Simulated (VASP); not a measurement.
# TiB2 (P6/mmm) in VASP: further runs

Runs on TiB2. Level: PBE. Tasks: single point.

Program: VASP 6.6.1. These are calculated values, not measurements. Logs are shortened: lines on timing, memory, paths and dates and some standing lists are left out, and cuts for length are marked.

## 1. The cell of the first run

The structure is hexagonal, space group P6/mmm (No. 191). The conventional cell has a = 2.850 Å, b = 2.850 Å, c = 3.317 Å, α = 90.00°, β = 90.00°, γ = 120.00°. Ti (site symmetry 6/mmm) has 12 B at 2.34 Å and 6 Ti at 2.85 Å within 3.1 Å. B (site symmetry -6m2) has 3 B at 1.65 Å within 2.2 Å.

## 2. Single point, PBE (biaxial strain in the a-b plane: -6.0 %, then relaxed in part)

Input file INCAR:

```
SYSTEM = TiB2
ALGO = Normal
EDIFF = 1E-6
ENCUT = 520
GGA = PE
ISIF = 2
ISMEAR = 0
LASPH = .True.
LCHARG = .False.
LREAL = .False.
LWAVE = .False.
NBANDS = 16
NELM = 80
PREC = Accurate
SIGMA = 0.1
```

Input file KPOINTS:

```
k-points
0
Gamma
  15 15 14
  0 0 0
```

Input file POSCAR:

```
TiB2
1.0
    2.8502158269      0.0000000000      0.0000000000
   -1.4251079134      2.4683593123      0.0000000000
    0.0000000000      0.0000000000      3.3172735095
Ti B
1 2
Direct
    0.0000000000      0.0000000000      0.0000000000
    0.3333333333      0.6666666667      0.5000000000
    0.6666666667      0.3333333333      0.5000000000
```

Potentials or basis: VASP PAW PBE potentials, release 64 (Ti_sv, B).

The run is started by

```console
$ cat potpaw_PBE.64/Ti_sv/POTCAR potpaw_PBE.64/B/POTCAR > POTCAR
$ mpirun -np 1 vasp_std > vasp.out
```

OUTCAR:

```text
SYSTEM = TiB2
   EDIFF = 1E-6
   ENCUT = 520
   GGA = PE
   ISIF = 2
   ISMEAR = 0
   LASPH = .True.
   LREAL = .False.
   NELM = 80
   PREC = Accurate

 ion  position               nearest neighbor table
   1  0.000  0.000  0.000-   2 2.34   3 2.34   2 2.34   3 2.34   2 2.34   2 2.34   3 2.34   3 2.34
                             3 2.34   3 2.34   2 2.34   2 2.34
   2  0.333  0.667  0.500-   3 1.65   3 1.65   3 1.65   1 2.34   1 2.34   1 2.34   1 2.34   1 2.34
                             1 2.34
   3  0.667  0.333  0.500-   2 1.65   2 1.65   2 1.65   1 2.34   1 2.34   1 2.34   1 2.34   1 2.34
                             1 2.34

  LATTYP: Found a hexagonal cell.
 ALAT       =     2.8502158269
 C/A-ratio  =     1.1638674792

  Lattice vectors:

 A1 = (   2.8502158269,   0.0000000000,   0.0000000000)
 A2 = (  -1.4251079134,   2.4683593123,   0.0000000000)
 A3 = (   0.0000000000,   0.0000000000,   3.3172735095)

Analysis of symmetry for initial positions (statically):
=====================================================================
 Subroutine PRICEL returns:
 Original cell was already a primitive cell.

 Routine SETGRP: Setting up the symmetry group for a
 hexagonal supercell.

 Subroutine GETGRP returns: Found 24 space group operations
 (whereof 24 operations were pure point group operations)
 out of a pool of 24 trial point group operations.

The static configuration has the point symmetry D_6h.

Analysis of symmetry for dynamics (positions and initial velocities):
=====================================================================
 Subroutine PRICEL returns:
 Original cell was already a primitive cell.

 Routine SETGRP: Setting up the symmetry group for a
 hexagonal supercell.

 Subroutine GETGRP returns: Found 24 space group operations
 (whereof 24 operations were pure point group operations)
 out of a pool of 24 trial point group operations.

The dynamic configuration has the point symmetry D_6h.

 Subroutine INISYM returns: Found 24 space group operations
 (whereof 24 operations are pure point group operations),
 and found     1 'primitive' translations

----------------------------------------------------------------------------------------

                                     Primitive cell

  volume of cell :      23.3382

  direct lattice vectors                    reciprocal lattice vectors
     2.850215827  0.000000000  0.000000000     0.350850624  0.202563702  0.000000000
    -1.425107913  2.468359312  0.000000000     0.000000000  0.405127404  0.000000000
     0.000000000  0.000000000  3.317273510     0.000000000  0.000000000  0.301452382

  length of vectors
     2.850215827  2.850215827  3.317273510     0.405127404  0.405127404  0.301452382

  position of ions in fractional coordinates (direct lattice)
     0.000000000  0.000000000  0.000000000
     0.333333333  0.666666667  0.500000000
     0.666666667  0.333333333  0.500000000

  ion indices of the primitive-cell ions
   primitive index   ion index
                 1           1
                 2           2
                 3           3

----------------------------------------------------------------------------------------

 KPOINTS: k-points

Automatic generation of k-mesh.
 Grid dimensions read from file:
 generate k-points for:   15   15   14

 Generating k-lattice:

  Cartesian coordinates                     Fractional coordinates (reciprocal lattice)
     0.023390042  0.013504247  0.000000000     0.066666667  0.000000000  0.000000000
     0.000000000  0.027008494  0.000000000     0.000000000  0.066666667  0.000000000
     0.000000000  0.000000000  0.021532313     0.000000000  0.000000000  0.071428571

  Length of vectors
     0.027008494  0.027008494  0.021532313

  Shift w.r.t. Gamma in fractional coordinates (k-lattice)
     0.000000000  0.000000000  0.000000000

 Subroutine IBZKPT returns following result:
 ===========================================

 Found    216 irreducible k-points:

 Following reciprocal coordinates:
            Coordinates               Weight
  0.000000  0.000000  0.000000      1.000000
  0.066667 -0.000000  0.000000      6.000000
  0.133333 -0.000000  0.000000      6.000000
  0.200000 -0.000000  0.000000      6.000000
  0.266667 -0.000000  0.000000      6.000000
  0.333333 -0.000000  0.000000      6.000000
[... 16 lines left out ...]
  0.333333  0.200000  0.000000     12.000000
  0.400000  0.200000  0.000000      6.000000
 [... further k-points ...]
   k-points           NKPTS =    216   k-points in BZ     NKDIM =    216   number of bands    NBANDS=     16
   number of dos      NEDOS =    301   number of ions     NIONS =      3
   total plane-waves  NPLWV =  16128
   dimension x,y,z NGX =    24 NGY =   24 NGZ =   28
   dimension x,y,z NGXF=    48 NGYF=   48 NGZF=   56
   ions per type =               1   2
   NGX,Y,Z   is equivalent  to a cutoff of  14.00, 14.00, 14.03 a.u.
   NGXF,Y,Z  is equivalent  to a cutoff of  28.00, 28.00, 28.06 a.u.
 SYSTEM =  TiB2
   PREC   = accura    normal or accurate (medium, high low for compatibility)
   ISTART =      0    job   : 0-new  1-cont  2-samecut
   ICHARG =      2    charge: 1-file 2-atom 10-const
   ISPIN  =      1    spin polarized calculation?
   LNONCOLLINEAR =      F non collinear calculations
   LSORBIT =      F    spin-orbit coupling
   LASPH  =      T    aspherical Exc in radial PAW
   ENCUT  =  520.0 eV  38.22 Ry    6.18 a.u.   5.30  5.30  6.17*2*pi/ulx,y,z
   NELM   =     80;   NELMIN=  2; NELMDL= -5     # of ELM steps
   EDIFF  = 0.1E-05   stopping-criterion for ELM
   LREAL  =      F    real-space projection
   EDIFFG = 0.1E-04   stopping-criterion for IOM
   NSW    =      0    number of steps for IOM
   IBRION =     -1    ionic relax: 0-MD 1-quasi-New 2-CG
   NFREE  =      0    steps in history (QN), initial steepest desc. (CG)
   ISIF   =      2    stress and relaxation
   ISYM   =      2    0-nonsym 1-usesym 2-fastsym
   POTIM  = 0.5000    time-step for ionic-motion
   TEBEG  =    0.0;   TEEND  =   0.0 temperature during run
   PSTRESS=    0.0 pullay stress
   NELECT =      18.0000    total number of electrons
   NUPDOWN=      -1.0000    fix difference up-down
   EMIN   =  10.00;   EMAX   =-10.00  energy-range for DOS
   EFERMI =   0.00;   METHOD = LEGACY
   ISMEAR =     0;   SIGMA  =   0.10  broadening in eV -4-tet -1-fermi 0-gaus
   EFERMI_NEDOS =   21; number of points for ismear=-14 and -15
   IALGO  =     38    algorithm
   IMIX   =      4    mixing-type and parameters
     AMIX     =   0.40;   BMIX     =  1.00
     AMIX_MAG =   1.60;   BMIX_MAG =  1.00
  volume/ion in A,a.u.               =       7.78        52.50
  Fermi-wavevector in a.u.,A,eV,Ry     =   1.501331  2.837105 30.667472  2.253996
  Thomas-Fermi vector in A             =   2.612716
   LORBIT       =      0    0 simple, 1 ext, 2 COOP (PROOUT), +10 PAW based schemes
   GGA     = PE    functional components
   LHFCALC =     F    Hartree Fock is set to
   AEXX    =    0.0000 exact exchange contribution
   IVDW    =     0    specifies the selected vdW correction
   LEPSILON=     F    determine dielectric tensor
   LRPA    =     F    only Hartree local field effects (RPA)
 non-spin polarized calculation
 Gauss-broadening in eV      SIGMA  =   0.10
  energy-cutoff  :      520.00
  volume of cell :       23.34
 maximum number of plane-waves:       648
 NGX is ok and might be reduce to    24
   NGX = 11   NGY = 11   NGZ = 13

 number of electron      18.0000002 magnetization

 Free energy of the ion-electron system (eV)
  ---------------------------------------------------
  ext. energy  EPLUGINS =         0.00000000
  ---------------------------------------------------
  free energy    TOTEN  =       -23.98195929 eV

  energy without entropy =      -23.98070150  energy(sigma->0) =      -23.98133040

 E-fermi :  11.0349     XC(G=0): -13.2106

 val. band max:       11.0095118592   @ k =   0.2667   0.2000   0.0000
 cond. band min:      11.0493850894   @ k =   0.0667   0.0667   0.4286
 fundamental gap:      0.0398732302
 Fermi energy:        11.0348842287

 k-point     1 :       0.0000    0.0000    0.0000
  band No.  band energies     occupation
      1     -45.8123      2.00000
      2     -22.2489      2.00000
      3     -21.6916      2.00000
      4     -21.6916      2.00000
      5      -3.1033      2.00000
      6       7.6987      2.00000
[... 8 lines left out ...]
     15      18.0169      0.00000
     16      20.3324      0.00000

 k-point     2 :       0.0667   -0.0000    0.0000
  band No.  band energies     occupation
      1     -45.8075      2.00000
      2     -22.2432      2.00000
      3     -21.7229      2.00000
      4     -21.6985      2.00000
      5      -3.0083      2.00000
      6       7.6418      2.00000
[... 8 lines left out ...]
     15      18.5445      0.00000
     16      20.3265      0.00000

 k-point     3 :       0.1333   -0.0000    0.0000
  band No.  band energies     occupation
      1     -45.7941      2.00000
      2     -22.2273      2.00000
      3     -21.8106      2.00000
      4     -21.7178      2.00000
      5      -2.7275      2.00000
      6       7.4967      2.00000
[... 8 lines left out ...]
     15      19.8109      0.00000
     16      20.4875      0.00000

 k-point     4 :       0.2000   -0.0000    0.0000
  band No.  band energies     occupation
      1     -45.7742      2.00000
      2     -22.2038      2.00000
      3     -21.9380      2.00000
      4     -21.7463      2.00000
      5      -2.2727      2.00000
      6       6.8446      2.00000
[... 8 lines left out ...]
     15      19.7048      0.00000
     16      20.6920      0.00000
[... 324 lines left out ...]
 k-point    22 :       0.2667    0.2000    0.0000
  band No.  band energies     occupation
      1     -45.7075      2.00000
      2     -22.2490      2.00000
      3     -22.1252      2.00000
      4     -21.9434      2.00000
      5       0.0713      2.00000
      6       4.1481      2.00000
[... 8 lines left out ...]
     15      19.8387      0.00000
     16      22.5674      0.00000

 k-point    23 :       0.3333    0.2000    0.0000
  band No.  band energies     occupation
      1     -45.6964      2.00000
      2     -22.2883      2.00000
      3     -22.1122      2.00000
      4     -21.9870      2.00000
      5       0.9896      2.00000
      6       3.0969      2.00000
[... 8 lines left out ...]
     15      20.1323      0.00000
     16      22.6357      0.00000

 k-point    24 :       0.4000    0.2000    0.0000
  band No.  band energies     occupation
      1     -45.6924      2.00000
      2     -22.3015      2.00000
      3     -22.1075      2.00000
      4     -22.0030      2.00000
      5       1.8907      2.00000
      6       2.1368      2.00000
[... 8 lines left out ...]
     15      20.2933      0.00000
     16      22.6532      0.00000

 [... further k-points ...]
[... 5 lines left out ...]
  --------------------------------------------------------------------------------------
  -------------------------------------------------------------------------------------
  Total        7.4669954      7.4669954      0.0376207      0.0000000      0.0000000      0.0000000
  in kB      512.6123412    512.6123412      2.5826737      0.0000000      0.0000000      0.0000000
  external PRESSURE =     342.6024520 kB  Pullay stress =       0.0000000 kB

 VOLUME and BASIS-vectors are now :
 -----------------------------------------------------------------------------
  energy-cutoff  :      520.00
  volume of cell :       23.34
      direct lattice vectors                 reciprocal lattice vectors
     2.850215827  0.000000000  0.000000000     0.350850624  0.202563702  0.000000000
    -1.425107913  2.468359312  0.000000000     0.000000000  0.405127404  0.000000000
     0.000000000  0.000000000  3.317273510     0.000000000  0.000000000  0.301452382

 POSITION                                       TOTAL-FORCE (eV/Angst)
 -----------------------------------------------------------------------------------
      0.00000      0.00000      0.00000         0.000000      0.000000     -0.000000
     -0.00000      1.64557      1.65864        -0.000000     -0.000000     -0.000000
      1.42511      0.82279      1.65864         0.000000      0.000000      0.000000
 -----------------------------------------------------------------------------------
    total drift:                               -0.000000      0.000000     -0.000000

  FREE ENERGIE OF THE ION-ELECTRON SYSTEM (eV)
  ---------------------------------------------------
  free  energy   TOTEN  =       -23.9819592928 eV

  energy  without entropy=      -23.9807014981  energy(sigma->0) =      -23.98133040
```

Wall time 93 s (1 thread of Intel Xeon 8259CL, shared host); peak memory 0.21 GiB.

What came out:

| Property | Result |
| --- | --- |
| Free energy | -23.9820 eV |
| Pressure | 34.3 GPa |
| Band gap on the k mesh | zero (bands 9 and 10 overlap by 0.68 eV) |

Levels at points of the mesh, in eV from the Fermi level:
```tsv
k point	band 6	band 7	band 8	band 9	band 10	band 11	band 12	band 13
(0.00, 0.00, 0.00)	-3.34	-2.59	-2.15	-2.15	2.19	2.19	3.56	3.56
(0.00, 0.00, 0.50)	-8.07	-0.17	-0.17	0.47	0.47	0.53	0.53	0.79
```

Caveat: the cell differs from its parent crystal (biaxial strain in the a-b plane: -6.0 %, then relaxed in part); the cell stands under pressure.

## 3. Single point, PBE (biaxial strain in the a-b plane: -6.0 %)

Input file INCAR:

```
SYSTEM = TiB2
  PREC = Accurate
  ENCUT = 520
  EDIFF = 1E-6
  ISMEAR = 0
  SIGMA = 0.1
  LREAL = .False.
  LASPH = .True.
  NELM = 100
  ALGO = Normal
  ISIF = 2
  LWAVE = .False.
  LCHARG = .False.
  GGA = PE
  NBANDS = 16
```

Input file KPOINTS:

```
Automatic mesh
0
Gamma
  15 15 14
  0 0 0
```

POSCAR, as its differences from that of step 2:

```diff
@@ -4,3 +4,3 @@
    -1.4251079134      2.4683593123      0.0000000000
-    0.0000000000      0.0000000000      3.3172735095
+    0.0000000000      0.0000000000      3.3394278744
 Ti B
```

Potentials or basis: VASP PAW PBE potentials, release 64 (Ti_sv, B).

The run is started by

```console
$ cat potpaw_PBE.64/Ti_sv/POTCAR potpaw_PBE.64/B/POTCAR > POTCAR
$ mpirun -np 1 vasp_std > vasp.out
```

Run time: 1.7 min. Hardware: 1 thread of Intel Xeon 8259CL, shared host; peak memory 0.21 GiB.

The run converged. Its results:

| Item | Value |
| --- | --- |
| Free energy | -23.9806 eV |
| Pressure | 32.3 GPa |
| Band gap on the k mesh | zero (bands 9 and 10 overlap by 0.72 eV) |

Stress tensor (GPa, compression positive):
```
50.10  0.00  0.00
 0.00 50.10  0.00
 0.00  0.00 -3.33
```

Levels at points of the mesh, in eV from the Fermi level:
| k point | band 6 | band 7 | band 8 | band 9 | band 10 | band 11 | band 12 | band 13 |
| --- | --- | --- | --- | --- | --- | --- | --- | --- |
| (0.00, 0.00, 0.00) | -3.40 | -2.60 | -2.08 | -2.08 | 2.17 | 2.17 | 3.50 | 3.50 |
| (0.00, 0.00, 0.50) | -8.05 | -0.13 | -0.13 | 0.52 | 0.52 | 0.53 | 0.53 | 0.70 |

Caveat: the cell differs from its parent crystal (biaxial strain in the a-b plane: -6.0 %); the cell stands under pressure.

## 4. Single point, PBE (biaxial strain in the a-b plane: -4.0 %, then relaxed in part)

Input file INCAR:

```
SYSTEM = TiB2
PREC = Accurate
ENCUT = 520
EDIFF = 1E-7
ISMEAR = 0
SIGMA = 0.1
LREAL = .False.
LASPH = .True.
NELM = 100
ALGO = Normal
ISIF = 2
LWAVE = .False.
LCHARG = .False.
GGA = PE
NBANDS = 16
```

Input file KPOINTS:

```
regular mesh
0
Gamma
  15 15 14
  0 0 0
```

Input file POSCAR:

```
TiB2
1.0
    2.9108587168      0.0000000000      0.0000000000
   -1.4554293584      2.5208775956      0.0000000000
    0.0000000000      0.0000000000      3.2846672609
Ti B
1 2
Direct
    0.0000000000      0.0000000000      0.0000000000
    0.3333333333      0.6666666667      0.5000000000
    0.6666666667      0.3333333333      0.5000000000
```

The run is started by

```console
$ cat potpaw_PBE.64/Ti_sv/POTCAR potpaw_PBE.64/B/POTCAR > POTCAR
$ mpirun -np 1 vasp_std > vasp.out
```

Run time: 77 s. Hardware: 1 thread of Intel Xeon 8259CL, shared host; peak memory 0.2 GiB.

The run converged. Its results:

```yaml
Free_energy: -24.2390 eV
Pressure: 21.2 GPa
Band_gap_on_the_k_mesh: zero (bands 9 and 10 overlap by 0.65 eV)
```

Stress tensor (GPa, compression positive):
```
31.66  0.00  0.00
 0.00 31.66  0.00
 0.00  0.00  0.23
```

Levels at points of the mesh, in eV from the Fermi level:
| k point | band 7 | band 8 | band 9 | band 10 | band 11 | band 12 |
| --- | --- | --- | --- | --- | --- | --- |
| (0.00, 0.00, 0.00) | -2.45 | -2.35 | -2.35 | 2.05 | 2.05 | 3.58 |
| (0.00, 0.00, 0.50) | -0.35 | -0.35 | 0.20 | 0.20 | 0.47 | 0.47 |

Caveat: the cell differs from its parent crystal (biaxial strain in the a-b plane: -4.0 %, then relaxed in part); the cell stands under pressure.

(Part 1 of 2 ends here.)
